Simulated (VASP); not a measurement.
Runs of VASP 6.6.1 on As. The structure is that of space group Fm-3m (No. 225), or close to it. The cells are those of the table. 

```tsv
task	cell	k mesh	cutoff (eV)	gap on the mesh (eV)	pressure (GPa)
single point	a = 2.887 Å, angles 60.0°, 1 atom	21 × 21 × 21	520	none	13.5
single point	a = 3.091 Å, angles 60.0°, 1 atom	21 × 21 × 21	520	none	(a)
single point	a = 3.013 Å, angles 60.0°, 1 atom	21 × 21 × 21	520	none	0.0
relaxation of cell and atoms	relaxed from a = 2.958 Å, angles 60.0°, 1 atom	13 × 13 × 13	600	none	0.0
single point	a = 2.972 Å, angles 60.0°, 1 atom	21 × 21 × 21	520	none	(b)
single point	a = 3.129 Å, angles 60.0°, 1 atom	21 × 21 × 21	520	none	-7.1
single point	a = 3.053 Å, angles 60.0°, 1 atom	21 × 21 × 21	520	none	-2.9
```

Alike in all rows: level PBE; potentials or basis VASP PAW PBE potentials, release 64 (As); no spin polarisation; smearing fermi-dirac 0.1 eV.

Estimate the missing entries.

(a) -5.2; (b) 3.6.

A k mesh can miss the band edges, and the runs leave out spin-orbit coupling on As.

A gap of «none» marks levels without a gap at the run's occupations.
